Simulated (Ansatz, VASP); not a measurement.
**Two plane-wave programs on Hf**

```xyz
2
Lattice="3.1156 0.0000 0.0000 -1.5578 2.6982 0.0000 0.0000 0.0000 4.9603" Properties=species:S:1:pos:R:3 pbc="T T T"
Hf    0.0000    1.7988    1.2401
Hf    1.5578    0.8994    3.7202
```

Alike in both runs: functional LDA; k mesh 12 × 12 × 8; occupations fermi-dirac, width 0.15 eV; no spin polarisation.

Ansatz relaxed the structure, and its values are those at the end. VASP's run is a single point on that final structure, the one shown.

```csv
,VASP,Ansatz
version,VASP 6.6.1,Ansatz 0.2.0
potentials or method,"VASP PAW LDA potentials, release 64 (Hf_pv), cutoff 520 eV","scalar-relativistic, plane waves, PAW"
valence electrons in the cell,20,52
```

Ansatz gave:

* gap on the k mesh at the Fermi level (eV): none
* pressure (GPa): 0.0

**Question.** What did VASP give for the same quantities?

**Answer.** gap on the k mesh at the Fermi level (eV): none; pressure (GPa): 0.1.

Ansatz warns that its potentials were made for another functional, while VASP's fit it. LDA's correlation is that of Perdew and Zunger in VASP and of Perdew and Wang (1992) in Ansatz. A gap of «none» marks a metal or a gap that the smearing closes. VASP's potentials hold 20 valence electrons a cell and Ansatz's 52, so a difference there can come from the potentials and not from the codes.

Spin-orbit coupling is off throughout.
